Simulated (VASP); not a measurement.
**CuI (zinc blende type): single point with HSE06**

CuI (zinc blende type):

```
Cu I
1.0
     0.00000    3.08507    3.08507
     3.08507    0.00000    3.08507
     3.08507    3.08507    0.00000
Cu I
1 1
Direct
  0.00000 0.00000 0.00000
  0.25000 0.25000 0.25000
```

| Item | Value |
| --- | --- |
| Program | VASP 6.6.1 |
| Task | single point |
| Functional | HSE06 |
| Potentials or basis | VASP PAW PBE potentials, release 64 (Cu, I) |
| Cutoff | 520 eV |
| k mesh | 4 × 4 × 4 |
| Occupations | fermi-dirac, width 0.05 eV |
| Spin | no spin polarisation |
| Dipole correction | no |
| Grid for exact exchange (PRECFOCK) | Normal |
| Further INCAR settings | ALGO = Normal; EDIFF = 1e-06; NBANDS = 16 |
| Share of exact exchange | 0.25 |
| Screening parameter | 0.2079 1/Å |

* Pressure: -1.3 GPa
* Band gap on the k mesh: 2.49 eV

Levels at points of the mesh, in eV from the valence-band top:
| k point | band 5 | band 6 | band 7 | band 8 | band 9 | band 10 | band 11 | band 12 | band 13 | band 14 |
| --- | --- | --- | --- | --- | --- | --- | --- | --- | --- | --- |
| (0.00, 0.00, 0.00) | -2.25 | -2.25 | 0.00 | 0.00 | 0.00 | 2.49 | 6.39 | 6.39 | 6.39 | 9.81 |
| (0.50, 0.00, 0.00) | -2.22 | -2.22 | -2.18 | -0.75 | -0.75 | 3.59 | 6.87 | 6.87 | 8.74 | 10.58 |
| (0.50, 0.50, 0.00) | -2.24 | -2.17 | -2.07 | -1.75 | -1.75 | 4.03 | 4.33 | 10.52 | 11.31 | 11.31 |

It took 18 min on 1 thread of Intel(R) Xeon(R) Platinum 8259CL CPU @ 2.50GHz (Skylake/Cascade Lake), on a shared host, peak memory 0.29 GiB.

Caveat: the k points lie up to 0.44 Å⁻¹ apart; the PAW data sets were made with another functional, which shifts forces and pressure a little; spin-orbit coupling is left out, which moves the levels of the heavy elements.
